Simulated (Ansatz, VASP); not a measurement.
## One calculation of NaCl, two programs

The input POSCAR:

```
NaCl
1.0
    2.8600000000      0.0000000000      0.0000000000
    0.0000000000      2.8600000000      0.0000000000
    0.0000000000      0.0000000000      2.8600000000
Na Cl
1 1
Direct
    0.0000000000      0.0000000000      0.0000000000
    0.5000000000      0.5000000000      0.5000000000
```

Contents of INCAR.step1:

```
SYSTEM = NaCl
PREC = Accurate
ENCUT = 520
ISMEAR = 0
SIGMA = 0.01
LREAL = .False.
LASPH = .True.
NELM = 80
NBANDS = 14
GGA = PE
ALGO = Normal
EDIFF = 1E-4
LWAVE = .True.
LCHARG = .False.
```

Contents of INCAR.step2:

```
SYSTEM = NaCl
PREC = Accurate
ENCUT = 520
EDIFF = 1E-6
ISMEAR = 0
SIGMA = 0.01
LREAL = .False.
LASPH = .True.
NELM = 80
ALGO = Normal
ISIF = 2
LWAVE = .False.
LCHARG = .True.
METAGGA = R2SCAN
LMIXTAU = .True.
LELF = .True.
LVHAR = .True.
NBANDS = 14
ISTART = 1
```

File KPOINTS:

```
regular mesh
0
Gamma
  6 6 6
  0 0 0
```

Input for Ansatz:

```yaml
crystal:
  lattice:
    - [2.86, 0.0, 0.0]
    - [0.0, 2.86, 0.0]
    - [0.0, 0.0, 2.86]
  atoms:
    - { symbol: Na, position: [0.0, 0.0, 0.0] }
    - { symbol: Cl, position: [0.5, 0.5, 0.5] }
basis:
  ecutwfc: 612.25619053473
kpoints:
  mp_grid:
    grid: [6, 6, 6]
hamiltonian:
  xc: r2scan
scf:
  convergence:
    dr2_threshold: 1.0e-08
  occupations:
    method: fixed
output:
  wannier:
    kmesh: [4, 4, 4]
    projections:
      - { species: Cl, l: p }
    minimise: true
```

Alike in both runs: task single point; functional r2SCAN; k mesh 6 × 6 × 6; no spin polarisation.

```csv
,VASP,Ansatz
version,VASP 6.6.1,Ansatz 0.2.0
potentials or method,"VASP PAW PBE potentials, release 64 (Na_pv, Cl), cutoff 520 eV","plane waves, PAW"
occupations,"gaussian, width 0.01 eV",fixed
valence electrons in the cell,14,16
```

|  | VASP | Ansatz | Ansatz less VASP |
| --- | --- | --- | --- |
| gap on the k mesh at the Fermi level (eV) | 5.07 | 4.98 | -0.086 |

VASP's potentials were made for PBE, not for r2SCAN. VASP's potentials hold 14 valence electrons a cell and Ansatz's 16, so a difference there can come from the potentials and not from the codes.
